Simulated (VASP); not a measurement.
Input of a VASP 6.6.1 run:

INCAR

```
SYSTEM = Al2Pt
ALGO = Fast
EDIFF = 1E-6
ENCUT = 520
GGA = PE
ISIF = 2
ISMEAR = 0
LASPH = .True.
LCHARG = .True.
LELF = .True.
LREAL = .False.
LVHAR = .True.
LWAVE = .False.
NBANDS = 34
NELM = 60
PREC = Accurate
SIGMA = 0.15
```

File KPOINTS:

```
k-points
0
Gamma
  13 13 5
  0 0 0
```

POSCAR

```
Al2Pt
1.0
    2.9732041201     -2.9732041201      0.0000000000
    2.9732041201      0.0000000000     -2.9732041201
    9.4105098554      9.4105098554      9.4105098554
Al Pt
6 3
Direct
    0.6666666667      0.6666666667      0.2632980832
    1.0000000000      0.0000000000      0.0526680418
    0.3333333333      0.3333333333      0.4739281246
    0.6666666667      0.6666666667      0.5792431453
    1.0000000000      1.0000000000      0.3686131039
    0.3333333333      0.3333333333      0.1579830625
    0.0000000000      0.0000000000      0.5265856349
    0.3333333333      0.3333333333      0.3159555935
    0.6666666667      0.6666666667      0.1053255522
```

Potentials or basis: VASP PAW PBE potentials, release 64 (Al, Pt).

The run is started by

```console
$ cat potpaw_PBE.64/Al/POTCAR potpaw_PBE.64/Pt/POTCAR > POTCAR
$ mpirun -np 1 vasp_std > vasp.out
```

Question: What does it give for the band gap on the k mesh?

Answer: Zero (bands 24 and 25 overlap by 3.22 eV).

Question: What does it give for the largest force?

Answer: 0.686 eV/Å.

Question: What does it give for the pressure?

Answer: -1.8 GPa.

Stress tensor (GPa, compression positive):
```
-1.84 -0.18 -0.18
-0.18 -1.84 -0.18
-0.18 -0.18 -1.84
```

Caveat: the cell differs from its parent crystal (the distance across one plane changed); spin-orbit coupling is left out, which moves the levels of the heavy elements.
